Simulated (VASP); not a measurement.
# HfO2 (R-3m) in VASP: notebook, part 2 of 2

VASP 6.6.1. Earlier steps stand in the parts before.

## Step 4: Electric field gradients, PBE (equal xy, yz and zx shear strains of +1 %)

Input file INCAR:

```
SYSTEM = HfO2
ALGO = Normal ; EDIFF = 1E-8
ENCUT = 520 ; GGA = PE
ISIF = 2 ; ISMEAR = -1
LASPH = .TRUE. ; LCHARG = .FALSE.
LEFG = .TRUE. ; LREAL = .FALSE.
LWAVE = .FALSE. ; NBANDS = 18
NELM = 100 ; PREC = Accurate
SIGMA = 0.01
```

Input file KPOINTS:

```
k-points
0
G
  9 9 9
  0 0 0
```

Input file POSCAR:

```
HfO2
1.0
    0.0255750000      2.5702875000      2.5702875000
    2.5702875000      0.0255750000      2.5702875000
    2.5702875000      2.5702875000      0.0255750000
Hf O
1 2
Direct
    0.0000000000      0.0000000000      0.0000000000
    0.2500000000      0.2500000000      0.2500000000
    0.7500000000      0.7500000000      0.7500000000
```

Potentials or basis: VASP PAW PBE potentials, release 64 (Hf_pv, O).

Launch:

```
$ cat potpaw_PBE.64/Hf_pv/POTCAR potpaw_PBE.64/O/POTCAR > POTCAR
$ mpirun -np 1 vasp_std > vasp.out
```

OUTCAR:

```text
SYSTEM = HfO2
   EDIFF = 1E-8
   ENCUT = 520
   GGA = PE
   ISIF = 2
   ISMEAR = -1
   LASPH = .TRUE.
   LREAL = .FALSE.
   NELM = 100
   PREC = Accurate

 ion  position               nearest neighbor table
   1  0.000  0.000  0.000-   3 2.21   3 2.21   2 2.21   2 2.21   3 2.21   2 2.21   3 2.24   2 2.24

   2  0.250  0.250  0.250-   1 2.21   1 2.21   1 2.21   1 2.24
   3  0.750  0.750  0.750-   1 2.21   1 2.21   1 2.21   1 2.24

  LATTYP: Found a trigonal (rhomboedric) cell.
 ALAT       =     3.6350254120
 COS(alpha) =     0.5099250056

  Lattice vectors:

 A1 = (   0.0255750000,   2.5702875000,   2.5702875000)
 A2 = (   2.5702875000,   0.0255750000,   2.5702875000)
 A3 = (   2.5702875000,   2.5702875000,   0.0255750000)

[... 701 lines left out ...]
  volume of cell :       33.45
      direct lattice vectors                 reciprocal lattice vectors
     0.025575000  2.570287500  2.570287500    -0.197458553  0.195513148  0.195513148
     2.570287500  0.025575000  2.570287500     0.195513148 -0.197458553  0.195513148
     2.570287500  2.570287500  0.025575000     0.195513148  0.195513148 -0.197458553

 POSITION                                       TOTAL-FORCE (eV/Angst)
 -----------------------------------------------------------------------------------
      0.00000      0.00000      0.00000        -0.000000      0.000000      0.000000
      1.29154      1.29154      1.29154        -0.051510     -0.051510     -0.051510
      3.87461      3.87461      3.87461         0.051510      0.051510      0.051510
 -----------------------------------------------------------------------------------
    total drift:                                0.000000      0.000000      0.000000

  FREE ENERGIE OF THE ION-ELECTRON SYSTEM (eV)
  ---------------------------------------------------
  free  energy   TOTEN  =       -30.2313155012 eV

  energy  without entropy=      -30.2313155012  energy(sigma->0) =      -30.23131550

 Electric field gradients (V/A^2)
---------------------------------------------------------------------
 ion       V_xx      V_yy      V_zz      V_xy      V_xz      V_yz
---------------------------------------------------------------------
   1      -0.000    -0.000     0.000    16.913    16.913    16.913
   2      -0.000     0.000    -0.000     0.625     0.625     0.625
   3      -0.000     0.000    -0.000     0.625     0.625     0.625
---------------------------------------------------------------------

 Electric field gradients after diagonalization (V/A^2)
 (convention: |V_zz| > |V_xx| > |V_yy|)
----------------------------------------------------------------------
 ion       V_xx      V_yy      V_zz     asymmetry (V_yy - V_xx)/ V_zz
----------------------------------------------------------------------
   1     -16.913   -16.913    33.825       0.000
   2      -0.625    -0.625     1.251       0.000
   3      -0.625    -0.625     1.251       0.000
----------------------------------------------------------------------

           NMR quadrupolar parameters

 Cq : quadrupolar parameter    Cq=e*Q*V_zz/h
 eta: asymmetry parameters     (V_yy - V_xx)/ V_zz
 Q  : nuclear electric quadrupole moment in mb (millibarn)
----------------------------------------------------------------------
 ion       Cq(MHz)       eta       Q (mb)
----------------------------------------------------------------------
   1       0.082       0.000       1.000
   2       0.003       0.000       1.000
   3       0.003       0.000       1.000
----------------------------------------------------------------------
```

OSZICAR:

```text
N       E                     dE             d eps       ncg     rms          rms(c)
DAV:   1     0.913902685536E+02    0.91390E+02   -0.12746E+04  3060   0.121E+03
DAV:   2    -0.319771113005E+02   -0.12337E+03   -0.11969E+03  3968   0.286E+02
DAV:   3    -0.360363737251E+02   -0.40593E+01   -0.40444E+01  3494   0.459E+01
DAV:   4    -0.360604610855E+02   -0.24087E-01   -0.24082E-01  3732   0.398E+00
DAV:   5    -0.360606141470E+02   -0.15306E-03   -0.15306E-03  3462   0.295E-01    0.453E+01
DAV:   6    -0.303793829708E+02    0.56812E+01   -0.20700E+01  3130   0.321E+01    0.400E+01
DAV:   7    -0.302737722083E+02    0.10561E+00   -0.69098E-01  3456   0.680E+00    0.285E+01
DAV:   8    -0.302576723965E+02    0.16100E-01   -0.34485E-01  3304   0.530E+00    0.101E+01
DAV:   9    -0.302309424831E+02    0.26730E-01   -0.76306E-02  3230   0.236E+00    0.272E+00
DAV:  10    -0.302312655631E+02   -0.32308E-03   -0.34919E-03  3404   0.449E-01    0.150E-01
DAV:  11    -0.302312991824E+02   -0.33619E-04   -0.19028E-04  3580   0.115E-01    0.222E-01
DAV:  12    -0.302313143356E+02   -0.15153E-04   -0.40958E-05  3362   0.426E-02    0.105E-02
DAV:  13    -0.302313153038E+02   -0.96823E-06   -0.14222E-06  3736   0.882E-03    0.235E-03
DAV:  14    -0.302313155381E+02   -0.23429E-06   -0.23133E-07  3370   0.314E-03    0.275E-03
DAV:  15    -0.302313155094E+02    0.28744E-07   -0.88900E-09  3186   0.606E-04    0.291E-04
DAV:  16    -0.302313155012E+02    0.81675E-08   -0.80433E-10  1992   0.217E-04
   1 F= -.30231316E+02 E0= -.30231316E+02  d E =-.530751E-13
```

stdout:

```text
POSCAR found type information on POSCAR HfO
 POSCAR found :  2 types and       3 ions
 scaLAPACK will be used
 LDA part: xc-table for (Slater+PW92), standard interpolation
 POSCAR, INCAR and KPOINTS ok, starting setup
 FFT: planning ... GRIDC
 FFT: planning ... GRID_SOFT
 FFT: planning ... GRID
 WAVECAR not read
 entering main loop
ion   1

ion   2

ion   3
```

Wall time 47 s (1 thread of Intel Xeon Platinum 8375C at 2.90GHz (Ice Lake), shared host); peak memory 0.19 GiB.

What came out:

| Item | Value |
| --- | --- |
| Free energy | -30.2313 eV |
| Pressure | -5.9 GPa |
| Largest force | 0.089 eV/Å |
| Band gap on the k mesh | 3.84 eV, indirect (least direct gap 3.95 eV) |

Forces in eV/Å, atoms in the order of the input:
```
Hf   0.000  0.000  0.000
O   -0.052 -0.052 -0.052
O    0.052  0.052  0.052
```

Stress tensor (GPa, compression positive):
```
-5.92 -0.74 -0.74
-0.74 -5.92 -0.74
-0.74 -0.74 -5.92
```

Electric field gradients, principal values (V/Å²):
| atom | least | middle | greatest (by size) |
| --- | --- | --- | --- |
| 1 Hf | -16.913 | -16.913 | 33.825 |
| 2 O | -0.625 | -0.625 | 1.251 |
| 3 O | -0.625 | -0.625 | 1.251 |

Caveat: the cell differs from its parent crystal (equal xy, yz and zx shear strains of +1 %); without QUAD_EFG the Cq values of the log hold for a quadrupole moment of 1 mb, not for the nuclei; spin-orbit coupling is left out, which moves the levels of the heavy elements.

## Step 5: Electric field gradients, PBE (equal xy, yz and zx shear strains of +3 %)

Input file INCAR:

```
SYSTEM = HfO2
  PREC = Accurate
  ENCUT = 520
  EDIFF = 1E-8
  ISMEAR = -1
  SIGMA = 0.01
  LREAL = .FALSE.
  LASPH = .TRUE.
  NELM = 60
  ALGO = Normal
  ISIF = 2
  LWAVE = .FALSE.
  LCHARG = .FALSE.
  GGA = PE
  LEFG = .TRUE.
  NBANDS = 18
```

Input file KPOINTS:

```
regular mesh
0
G
  9 9 9
  0 0 0
```

Input file POSCAR:

```
HfO2
1.0
    0.0767250000      2.5958625000      2.5958625000
    2.5958625000      0.0767250000      2.5958625000
    2.5958625000      2.5958625000      0.0767250000
Hf O
1 2
Direct
    0.0000000000      0.0000000000      0.0000000000
    0.2500000000      0.2500000000      0.2500000000
    0.7500000000      0.7500000000      0.7500000000
```

Potentials or basis: VASP PAW PBE potentials, release 64 (Hf_pv, O).

Launch:

```
$ cat potpaw_PBE.64/Hf_pv/POTCAR potpaw_PBE.64/O/POTCAR > POTCAR
$ mpirun -np 1 vasp_std > vasp.out
```

OUTCAR:

```text
SYSTEM = HfO2
   PREC = Accurate
   ENCUT = 520
   EDIFF = 1E-8
   ISMEAR = -1
   LREAL = .FALSE.
   LASPH = .TRUE.
   NELM = 60
   ISIF = 2
   GGA = PE

 ion  position               nearest neighbor table
   1  0.000  0.000  0.000-   3 2.19   3 2.19   3 2.19   2 2.19   2 2.19   2 2.19   3 2.28   2 2.28

   2  0.250  0.250  0.250-   1 2.19   1 2.19   1 2.19   1 2.28
   3  0.750  0.750  0.750-   1 2.19   1 2.19   1 2.19   1 2.28

  LATTYP: Found a trigonal (rhomboedric) cell.
 ALAT       =     3.6719056311
 COS(alpha) =     0.5293254421

  Lattice vectors:

 A1 = (   0.0767250000,   2.5958625000,   2.5958625000)
 A2 = (   2.5958625000,   0.0767250000,   2.5958625000)
 A3 = (   2.5958625000,   2.5958625000,   0.0767250000)

Analysis of symmetry for initial positions (statically):
=====================================================================
 Subroutine PRICEL returns:
 Original cell was already a primitive cell.

 Routine SETGRP: Setting up the symmetry group for a
 trigonal (rhombohedral) supercell.

 Subroutine GETGRP returns: Found 12 space group operations
 (whereof 12 operations were pure point group operations)
 out of a pool of 12 trial point group operations.

The static configuration has the point symmetry D_3d.

Analysis of symmetry for dynamics (positions and initial velocities):
=====================================================================
 Subroutine PRICEL returns:
 Original cell was already a primitive cell.

[... 160 lines left out ...]
 fundamental gap:      3.8513333185
 Fermi energy:         4.2610815421

 k-point     1 :       0.0000    0.0000    0.0000
  band No.  band energies     occupation
      1     -25.7700      2.00000
      2     -25.7338      2.00000
      3     -25.7338      2.00000
      4     -14.5200      2.00000
      5     -11.6131      2.00000
      6      -1.1870      2.00000
[... 481 lines left out ...]
      5     -12.5582      2.00000
      6      -2.1123      2.00000
[... 10 lines left out ...]
     17      15.8389      0.00000
     18      17.3779      0.00000

 [... further k-points ...]
[... 5 lines left out ...]
  --------------------------------------------------------------------------------------
  -------------------------------------------------------------------------------------
  Total       -1.1057554     -1.1057554     -1.1057554     -0.4170766     -0.4170766     -0.4170766
  in kB      -52.9886737    -52.9886737    -52.9886737    -19.9866382    -19.9866382    -19.9866382
  external PRESSURE =     -52.9886737 kB  Pullay stress =       0.0000000 kB

 VOLUME and BASIS-vectors are now :
 -----------------------------------------------------------------------------
  energy-cutoff  :      520.00
  volume of cell :       33.43
      direct lattice vectors                 reciprocal lattice vectors
     0.076725000  2.595862500  2.595862500    -0.201371125  0.195590136  0.195590136
     2.595862500  0.076725000  2.595862500     0.195590136 -0.201371125  0.195590136
     2.595862500  2.595862500  0.076725000     0.195590136  0.195590136 -0.201371125

 POSITION                                       TOTAL-FORCE (eV/Angst)
 -----------------------------------------------------------------------------------
      0.00000      0.00000      0.00000         0.000000      0.000000      0.000000
      1.31711      1.31711      1.31711        -0.132459     -0.132459     -0.132459
      3.95134      3.95134      3.95134         0.132459      0.132459      0.132459
 -----------------------------------------------------------------------------------
    total drift:                                0.000000      0.000000      0.000000

  FREE ENERGIE OF THE ION-ELECTRON SYSTEM (eV)
  ---------------------------------------------------
  free  energy   TOTEN  =       -30.2147503119 eV

  energy  without entropy=      -30.2147503119  energy(sigma->0) =      -30.21475031

 Electric field gradients (V/A^2)
---------------------------------------------------------------------
 ion       V_xx      V_yy      V_zz      V_xy      V_xz      V_yz
---------------------------------------------------------------------
   1      -0.000    -0.000     0.000    47.317    47.317    47.317
   2       0.000    -0.000     0.000     1.541     1.541     1.541
   3       0.000    -0.000     0.000     1.541     1.541     1.541
---------------------------------------------------------------------

 Electric field gradients after diagonalization (V/A^2)
 (convention: |V_zz| > |V_xx| > |V_yy|)
----------------------------------------------------------------------
 ion       V_xx      V_yy      V_zz     asymmetry (V_yy - V_xx)/ V_zz
----------------------------------------------------------------------
   1     -47.317   -47.317    94.635       0.000
   2      -1.541    -1.541     3.083       0.000
   3      -1.541    -1.541     3.083       0.000
----------------------------------------------------------------------

           NMR quadrupolar parameters

 Cq : quadrupolar parameter    Cq=e*Q*V_zz/h
 eta: asymmetry parameters     (V_yy - V_xx)/ V_zz
 Q  : nuclear electric quadrupole moment in mb (millibarn)
----------------------------------------------------------------------
 ion       Cq(MHz)       eta       Q (mb)
----------------------------------------------------------------------
   1       0.229       0.000       1.000
   2       0.007       0.000       1.000
   3       0.007       0.000       1.000
----------------------------------------------------------------------
```

OSZICAR:

```text
N       E                     dE             d eps       ncg     rms          rms(c)
DAV:   1     0.932594749707E+02    0.93259E+02   -0.12625E+04  3060   0.121E+03
DAV:   2    -0.319353840778E+02   -0.12519E+03   -0.12185E+03  4006   0.289E+02
DAV:   3    -0.360159432131E+02   -0.40806E+01   -0.40658E+01  3522   0.463E+01
DAV:   4    -0.360389207768E+02   -0.22978E-01   -0.22973E-01  3740   0.393E+00
DAV:   5    -0.360390732492E+02   -0.15247E-03   -0.15247E-03  3432   0.293E-01    0.457E+01
DAV:   6    -0.303625702169E+02    0.56765E+01   -0.20638E+01  3128   0.322E+01    0.402E+01
DAV:   7    -0.302566684036E+02    0.10590E+00   -0.68785E-01  3436   0.680E+00    0.286E+01
DAV:   8    -0.302407266467E+02    0.15942E-01   -0.33906E-01  3300   0.526E+00    0.101E+01
DAV:   9    -0.302143850884E+02    0.26342E-01   -0.75381E-02  3214   0.235E+00    0.274E+00
DAV:  10    -0.302146958619E+02   -0.31077E-03   -0.34208E-03  3528   0.445E-01    0.169E-01
DAV:  11    -0.302147337085E+02   -0.37847E-04   -0.18557E-04  3668   0.115E-01    0.213E-01
DAV:  12    -0.302147491645E+02   -0.15456E-04   -0.39252E-05  3382   0.417E-02    0.791E-03
DAV:  13    -0.302147501222E+02   -0.95770E-06   -0.14177E-06  3608   0.878E-03    0.185E-03
DAV:  14    -0.302147503491E+02   -0.22685E-06   -0.24506E-07  3376   0.320E-03    0.287E-03
DAV:  15    -0.302147503184E+02    0.30627E-07   -0.10888E-08  3340   0.660E-04    0.215E-04
DAV:  16    -0.302147503119E+02    0.65802E-08   -0.85765E-10  2020   0.223E-04
   1 F= -.30214750E+02 E0= -.30214750E+02  d E =-.323530E-13
```

Wall time 54 s (1 thread of Intel Xeon Platinum 8375C at 2.90GHz (Ice Lake), shared host); peak memory 0.19 GiB.

Results:

* Free energy: -30.2148 eV
* Pressure: -5.3 GPa
* Largest force: 0.229 eV/Å
* Band gap on the k mesh: 3.85 eV, indirect (least direct gap 3.96 eV)

Forces in eV/Å, atoms in the order of the input:
```
Hf   0.000  0.000  0.000
O   -0.132 -0.132 -0.132
O    0.132  0.132  0.132
```

Levels at points of the mesh, in eV from the valence-band top:
| k point | band 9 | band 10 | band 11 | band 12 | band 13 | band 14 |
| --- | --- | --- | --- | --- | --- | --- |
| (0.00, 0.00, 0.00) | -0.57 | -0.57 | -0.49 | 3.88 | 3.88 | 5.68 |

Electric field gradients, principal values (V/Å²):
```csv
atom,least,middle,greatest (by size)
1 Hf,-47.317,-47.317,94.635
2 O,-1.541,-1.541,3.083
3 O,-1.541,-1.541,3.083
```

Caveat: the cell differs from its parent crystal (equal xy, yz and zx shear strains of +3 %); without QUAD_EFG the Cq values of the log hold for a quadrupole moment of 1 mb, not for the nuclei; spin-orbit coupling is left out, which moves the levels of the heavy elements. A k mesh can miss the band edges.

## Step 6: Overview

```tsv
cell	gap on the mesh (eV)	pressure (GPa)	largest force (eV/Å)
a = 3.581 Å, angles 61.3°, 3 atoms	3.84	-5.7	0.22
a = 3.635 Å, angles 59.3°, 3 atoms	3.84	-5.9	0.09
a = 3.672 Å, angles 58.0°, 3 atoms	3.85	-5.3	0.23
```

Alike in all rows: task electric field gradients; level PBE; potentials or basis VASP PAW PBE potentials, release 64 (Hf_pv, O); no spin polarisation; k mesh 9 × 9 × 9; cutoff (eV) 520; smearing fermi-dirac 0.01 eV.

Caveats: spin-orbit coupling is left out, which moves the levels of the heavy elements.

Absolute energies hang on the potentials; compare differences alone.
